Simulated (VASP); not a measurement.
# Cu (Im-3m) in VASP: further runs

Cu is run at these levels: r2SCAN; tasks: single point, relaxation of cell and atoms.

Everything below comes from runs of VASP 6.6.1. Logs are shortened: lines on timing, memory, paths and dates and some standing lists are left out, and cuts for length are marked.

## Step 1: The cell of the first run

The structure is cubic, space group Im-3m (No. 229). Conventional cell: a = 2.815 Å, b = 2.815 Å, c = 2.815 Å, α = 90.00°, β = 90.00°, γ = 90.00°. Within 3.2 Å of Cu (site symmetry m-3m) lie 14 Cu at 2.44 to 2.82 Å.

This isn't the form of Cu at room conditions, which is fcc.

## Step 2: Single point, r2SCAN

POSCAR

```
Cu
1.0
   -1.4075456526      1.4075456526      1.4075456526
    1.4075456526     -1.4075456526      1.4075456526
    1.4075456526      1.4075456526     -1.4075456526
Cu
1
Direct
    0.0000000000      0.0000000000      0.0000000000
```

INCAR.step1

```
SYSTEM = Cu
PREC     = Accurate       ! precision mode
ENCUT    = 660            ! plane-wave cutoff, eV
ISMEAR   = -1             ! smearing method
SIGMA    = 0.1            ! smearing width, eV
LREAL    = .FALSE.        ! projectors in reciprocal space
LASPH    = .TRUE.         ! aspherical terms in the spheres
NELM     = 120            ! most SCF steps
NBANDS   = 12             ! bands
GGA      = PE             ! functional
ALGO     = Normal         ! electronic algorithm
EDIFF    = 1E-5           ! SCF threshold, eV
LWAVE    = .TRUE.         ! write WAVECAR
LCHARG   = .FALSE.        ! write CHGCAR
GGA_COMPAT= .FALSE.
```

INCAR.step2

```
SYSTEM = Cu
PREC     = Accurate       ! precision mode
ENCUT    = 660            ! plane-wave cutoff, eV
EDIFF    = 1E-6           ! SCF threshold, eV
ISMEAR   = -1             ! smearing method
SIGMA    = 0.1            ! smearing width, eV
LREAL    = .FALSE.        ! projectors in reciprocal space
LASPH    = .TRUE.         ! aspherical terms in the spheres
NELM     = 120            ! most SCF steps
ALGO     = Normal         ! electronic algorithm
ISIF     = 2              ! what is computed and relaxed
LWAVE    = .FALSE.        ! write WAVECAR
LCHARG   = .FALSE.        ! write CHGCAR
METAGGA  = R2SCAN         ! meta-GGA
LMIXTAU  = .TRUE.       
NBANDS   = 12             ! bands
ISTART   = 1            
GGA_COMPAT= .FALSE.
```

KPOINTS

```
Automatic mesh
0
G
  12 12 12
  0 0 0
```

Potentials or basis: VASP PAW PBE potentials, release 64 (Cu).

Launch:

```sh
$ cat potpaw_PBE.64/Cu/POTCAR > POTCAR
$ cp INCAR.step1 INCAR
$ mpirun -np 1 vasp_std > vasp.out
$ cp INCAR.step2 INCAR
$ mpirun -np 1 vasp_std > vasp.out
```

OUTCAR:

```text
SYSTEM = Cu
   PREC = Accurate
   ENCUT = 660
   EDIFF = 1E-6
   ISMEAR = -1
   LREAL = .FALSE.
   LASPH = .TRUE.
   NELM = 120
   ISIF = 2
   METAGGA = R2SCAN
   ISTART = 1

 ion  position               nearest neighbor table
   1  0.000  0.000  0.000-

  LATTYP: Found a body centered cubic cell.
 ALAT       =     2.8150913052

  Lattice vectors:

 A1 = (  -1.4075456526,   1.4075456526,   1.4075456526)
 A2 = (   1.4075456526,  -1.4075456526,   1.4075456526)
 A3 = (   1.4075456526,   1.4075456526,  -1.4075456526)

Analysis of symmetry for initial positions (statically):
=====================================================================
 Subroutine PRICEL returns:
 Original cell was already a primitive cell.

 Routine SETGRP: Setting up the symmetry group for a
 body centered cubic supercell.

 Subroutine GETGRP returns: Found 48 space group operations
 (whereof 48 operations were pure point group operations)
 out of a pool of 48 trial point group operations.

The static configuration has the point symmetry O_h .

Analysis of symmetry for dynamics (positions and initial velocities):
=====================================================================
 Subroutine PRICEL returns:
 Original cell was already a primitive cell.

 Routine SETGRP: Setting up the symmetry group for a
 body centered cubic supercell.

 Subroutine GETGRP returns: Found 48 space group operations
 (whereof 48 operations were pure point group operations)
 out of a pool of 48 trial point group operations.

The dynamic configuration has the point symmetry O_h .

 Subroutine INISYM returns: Found 48 space group operations
 (whereof 48 operations are pure point group operations),
 and found     1 'primitive' translations

----------------------------------------------------------------------------------------

                                     Primitive cell

  volume of cell :      11.1544

  direct lattice vectors                    reciprocal lattice vectors
    -1.407545653  1.407545653  1.407545653     0.000000000  0.355228265  0.355228265
     1.407545653 -1.407545653  1.407545653     0.355228265  0.000000000  0.355228265
     1.407545653  1.407545653 -1.407545653     0.355228265  0.355228265  0.000000000

  length of vectors
     2.437940584  2.437940584  2.437940584     0.502368630  0.502368630  0.502368630

  position of ions in fractional coordinates (direct lattice)
     0.000000000  0.000000000  0.000000000

  ion indices of the primitive-cell ions
   primitive index   ion index
                 1           1

----------------------------------------------------------------------------------------

 KPOINTS: Automatic mesh

Automatic generation of k-mesh.
 Grid dimensions read from file:
 generate k-points for:   12   12   12

 Generating k-lattice:

  Cartesian coordinates                     Fractional coordinates (reciprocal lattice)
     0.000000000  0.029602355  0.029602355     0.083333333  0.000000000  0.000000000
     0.029602355  0.000000000  0.029602355     0.000000000  0.083333333  0.000000000
     0.029602355  0.029602355  0.000000000     0.000000000  0.000000000  0.083333333

  Length of vectors
     0.041864053  0.041864053  0.041864053

  Shift w.r.t. Gamma in fractional coordinates (k-lattice)
     0.000000000  0.000000000  0.000000000

 Subroutine IBZKPT returns following result:
 ===========================================

 Found     72 irreducible k-points:

 Following reciprocal coordinates:
            Coordinates               Weight
  0.000000  0.000000  0.000000      1.000000
  0.083333  0.000000  0.000000     12.000000
  0.166667  0.000000  0.000000     12.000000
  0.250000  0.000000  0.000000     12.000000
  0.333333  0.000000  0.000000     12.000000
  0.416667  0.000000  0.000000     12.000000
[... 16 lines left out ...]
  0.333333  0.083333  0.083333     24.000000
  0.416667  0.083333  0.083333     12.000000
 [... further k-points ...]
   k-points           NKPTS =     72   k-points in BZ     NKDIM =     72   number of bands    NBANDS=     12
   number of dos      NEDOS =    301   number of ions     NIONS =      1
   total plane-waves  NPLWV =   8000
   dimension x,y,z NGX =    20 NGY =   20 NGZ =   20
   dimension x,y,z NGXF=    40 NGYF=   40 NGZF=   40
   ions per type =               1
   NGX,Y,Z   is equivalent  to a cutoff of  13.64, 13.64, 13.64 a.u.
   NGXF,Y,Z  is equivalent  to a cutoff of  27.28, 27.28, 27.28 a.u.
 SYSTEM =  Cu
   PREC   = accura    normal or accurate (medium, high low for compatibility)
   ISTART =      1    job   : 0-new  1-cont  2-samecut
   ICHARG =      0    charge: 1-file 2-atom 10-const
   ISPIN  =      1    spin polarized calculation?
   LNONCOLLINEAR =      F non collinear calculations
   LSORBIT =      F    spin-orbit coupling
   LASPH  =      T    aspherical Exc in radial PAW
   ENCUT  =  660.0 eV  48.51 Ry    6.96 a.u.   5.11  5.11  5.11*2*pi/ulx,y,z
   NELM   =    120;   NELMIN=  2; NELMDL=  0     # of ELM steps
   EDIFF  = 0.1E-05   stopping-criterion for ELM
   LREAL  =      F    real-space projection
[... 7 lines left out ...]
   TEBEG  =    0.0;   TEEND  =   0.0 temperature during run
   PSTRESS=    0.0 pullay stress
   NELECT =      11.0000    total number of electrons
   NUPDOWN=      -1.0000    fix difference up-down
   EMIN   =  10.00;   EMAX   =-10.00  energy-range for DOS
   EFERMI =   0.00;   METHOD = LEGACY
   ISMEAR =    -1;   SIGMA  =   0.10  broadening in eV -4-tet -1-fermi 0-gaus
   EFERMI_NEDOS =   21; number of points for ismear=-14 and -15
   IALGO  =     38    algorithm
   IMIX   =      4    mixing-type and parameters
     AMIX     =   0.40;   BMIX     =  1.00
     AMIX_MAG =   1.60;   BMIX_MAG =  1.00
  volume/ion in A,a.u.               =      11.15        75.27
  Fermi-wavevector in a.u.,A,eV,Ry     =   1.629508  3.079324 36.127512  2.655297
  Thomas-Fermi vector in A             =   2.721963
   LORBIT       =      0    0 simple, 1 ext, 2 COOP (PROOUT), +10 PAW based schemes
   METAGGA = R2SCAN    functional components
   LHFCALC =     F    Hartree Fock is set to
   AEXX    =    0.0000 exact exchange contribution
   IVDW    =     0    specifies the selected vdW correction
   LEPSILON=     F    determine dielectric tensor
   LRPA    =     F    only Hartree local field effects (RPA)
 non-spin polarized calculation
  energy-cutoff  :      660.00
  volume of cell :       11.15
 maximum number of plane-waves:       456
   NGX = 11   NGY = 11   NGZ = 11

 number of electron      10.9999994 magnetization

 Free energy of the ion-electron system (eV)
  ---------------------------------------------------
  ext. energy  EPLUGINS =         0.00000000
  ---------------------------------------------------
  free energy    TOTEN  =       -10.77927953 eV

  energy without entropy =      -10.76326862  energy(sigma->0) =      -10.77127407

 E-fermi :   8.1501     XC(G=0): -14.1418

 val. band max:        8.1260285620   @ k =   0.1667   0.1667   0.1667
 cond. band min:       8.1585382334   @ k =   0.2500   0.1667   0.0833
 fundamental gap:      0.0325096714
 Fermi energy:         8.1500950796

 k-point     1 :       0.0000    0.0000    0.0000
  band No.  band energies     occupation
      1      -2.0076      2.00000
      2       4.7027      2.00000
      3       4.7027      2.00000
      4       4.7027      2.00000
      5       5.8007      2.00000
      6       5.8007      2.00000
      7      34.7378      0.00000
      8      34.7378      0.00000
      9      34.7378      0.00000
     10      39.2125      0.00000
     11      39.2127      0.00000
     12      39.3798      0.00000

 k-point     2 :       0.0833    0.0000    0.0000
  band No.  band energies     occupation
      1      -1.7186      2.00000
      2       4.6471      2.00000
      3       4.6983      2.00000
      4       4.8154      2.00000
      5       5.7483      2.00000
      6       5.8051      2.00000
      7      32.0597      0.00000
      8      33.9689      0.00000
      9      34.1312      0.00000
     10      36.5221      0.00000
     11      37.0854      0.00000
     12      37.5647      0.00000

 k-point     3 :       0.1667    0.0000    0.0000
  band No.  band energies     occupation
      1      -0.8773      2.00000
      2       4.4966      2.00000
      3       4.6619      2.00000
      4       5.1328      2.00000
      5       5.6547      2.00000
      6       5.8197      2.00000
      7      27.4303      0.00000
      8      31.9074      0.00000
      9      33.0642      0.00000
     10      33.5989      0.00000
     11      35.7654      0.00000
     12      38.0678      0.00000
[... 286 lines left out ...]
 k-point    23 :       0.3333    0.0833    0.0833
  band No.  band energies     occupation
      1       2.8040      2.00000
      2       3.9065      2.00000
      3       5.0346      2.00000
      4       5.7906      2.00000
      5       5.9174      2.00000
      6       8.0330      1.52658
      7      15.1891      0.00000
      8      23.5783      0.00000
      9      24.2990      0.00000
     10      35.5078      0.00000
     11      38.7106      0.00000
     12      44.7241      0.00000

 k-point    24 :       0.4167    0.0833    0.0833
  band No.  band energies     occupation
      1       2.8866      2.00000
      2       3.8616      2.00000
      3       5.4098      2.00000
      4       5.8113      2.00000
      5       5.9305      2.00000
      6       9.1426      0.00010
      7      13.2047      0.00000
      8      23.3041      0.00000
      9      23.9468      0.00000
     10      35.3261      0.00000
     11      38.6112      0.00000
     12      44.8857      0.00000

 [... further k-points ...]

------------------------ aborting loop because EDIFF is reached ----------------------------------------

  FORCE on cell =-STRESS in cart. coord.  units (eV):
  Direction    XX          YY          ZZ          XY          YZ          ZX
  --------------------------------------------------------------------------------------
  -------------------------------------------------------------------------------------
  Total        0.3888382      0.3888382      0.3888382      0.0000000     -0.0000000      0.0000000
  in kB       55.8511439     55.8511439     55.8511439      0.0000000     -0.0000000      0.0000000
  external PRESSURE =      55.8511439 kB  Pullay stress =       0.0000000 kB

 VOLUME and BASIS-vectors are now :
 -----------------------------------------------------------------------------
  energy-cutoff  :      660.00
  volume of cell :       11.15
      direct lattice vectors                 reciprocal lattice vectors
    -1.407545653  1.407545653  1.407545653     0.000000000  0.355228265  0.355228265
     1.407545653 -1.407545653  1.407545653     0.355228265  0.000000000  0.355228265
     1.407545653  1.407545653 -1.407545653     0.355228265  0.355228265  0.000000000

 POSITION                                       TOTAL-FORCE (eV/Angst)
 -----------------------------------------------------------------------------------
      0.00000      0.00000      0.00000         0.000000     -0.000000      0.000000
 -----------------------------------------------------------------------------------
    total drift:                                0.000000     -0.000000      0.000000

  FREE ENERGIE OF THE ION-ELECTRON SYSTEM (eV)
  ---------------------------------------------------
  free  energy   TOTEN  =       -10.7792795257 eV

  energy  without entropy=      -10.7632686213  energy(sigma->0) =      -10.77127407
```

It took 19 s on 1 thread of Intel Xeon 6975P-C (Granite Rapids), shared host; peak memory 0.13 GiB.

What came out:

```
Free energy            : -10.7793 eV
Pressure               : 5.6 GPa
Band gap on the k mesh : zero (an odd number of electrons rules out a gap without spin polarisation)
```

Caveat: the cell stands under pressure; the PAW data sets were made with another functional, which shifts forces and pressure a little.

(Part 1 of 3 ends here.)
